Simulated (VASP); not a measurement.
Sr, 1 atom in the cell. The structure is cubic, space group Fm-3m (No. 225). The conventional cell has a = 5.934 Å, b = 5.934 Å, c = 5.934 Å, α = 90.00°, β = 90.00°, γ = 90.00°. Within 5.5 Å of Sr (site symmetry m-3m) lie 12 Sr at 4.20 Å. 

```yaml
Program: VASP 6.6.1
Task: relaxation of cell and atoms
Functional: PBEsol
Potentials_or_basis: VASP PAW PBE potentials, release 64 (Sr_sv)
Cutoff: 600 eV
k_mesh: 12 × 12 × 12
Occupations: fermi-dirac, width 0.08 eV
Spin: no spin polarisation
Dipole_correction: no
Further_INCAR_settings: ALGO = Normal; EDIFF = 1e-06; IBRION = 2; EDIFFG = -0.005; NSW = 60; ISIF = 3
```

Potentials or basis: VASP PAW PBE potentials, release 64 (Sr_sv).

Command:

```sh
$ cat potpaw_PBE.64/Sr_sv/POTCAR > POTCAR
$ mpirun -np 1 vasp_std > vasp.out
```

Hardware: 1 thread of AMD EPYC 7R43 64-Core Processor (Zen 3) (shared host).

**Question.** Estimate the wall time of this run.

**Answer.** It took 77 s on 1 thread of AMD EPYC 7R43 64-Core Processor (Zen 3), with other jobs on the host, peak memory 0.19 GiB. Counts: scf iterations 17, k points 72, ion steps 2.
